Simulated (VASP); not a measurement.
BP:

```
P B
1.0
     0.00000    2.25377    2.25377
     2.25377    0.00000    2.25377
     2.25377    2.25377    0.00000
P B
1 1
Direct
  0.75000 0.75000 0.75000
  0.00000 0.00000 0.00000
```

Base run:

* Program: VASP 6.6.1
* Functional: revPBE
* Dispersion: D3(BJ)
* Potentials or basis: VASP PAW PBE potentials, release 64 (P, B)
* Cutoff: 520 eV
* k mesh: 10 × 10 × 10
* Occupations: fermi-dirac, width 0.05 eV
* Spin: no spin polarisation

Its results: band gap on the k mesh 1.21 eV, indirect (least direct gap 3.42 eV); pressure -3.0 GPa.

**Question.** The run is repeated on the same cell with these changes: functional from revPBE to BLYP. What comes out?

**Answer.** Band gap on the k mesh 1.51 eV, indirect (least direct gap 3.61 eV); pressure -0.4 GPa.

Caveats: the PAW data sets were made with another functional, which shifts forces and pressure a little.

A k mesh can miss the band edges.
